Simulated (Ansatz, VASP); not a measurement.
TiAl in VASP and in Ansatz

```
Ti Al
1.0
     3.06033    0.00000    0.00000
     0.00000    3.06033    0.00000
     0.00000    0.00000    3.06033
Ti Al
1 1
Direct
  0.00000 0.00000 0.00000
  0.50000 0.50000 0.50000
```

Alike in both runs: task single point; functional LDA; k mesh 16 × 16 × 16; occupations gaussian, width 0.15 eV; no spin polarisation.

|  | VASP | Ansatz |
| --- | --- | --- |
| version | VASP 6.6.1 | Ansatz 0.2.0 |
| potentials or method | VASP PAW LDA potentials, release 64 (Ti_sv, Al), cutoff 520 eV | scalar-relativistic, plane waves, PAW |
| valence electrons in the cell | 15 | 15 |

|  | VASP | Ansatz | Ansatz less VASP |
| --- | --- | --- | --- |
| gap on the k mesh at the Fermi level (eV) | none | none | - |
| pressure (GPa) | 9.0 | 8.8 | -0.14 |

Ansatz warns that its potentials were made for another functional, while VASP's fit it. LDA's correlation is that of Perdew and Zunger in VASP and of Perdew and Wang (1992) in Ansatz. A gap of «none» marks a metal or a gap that the smearing closes.
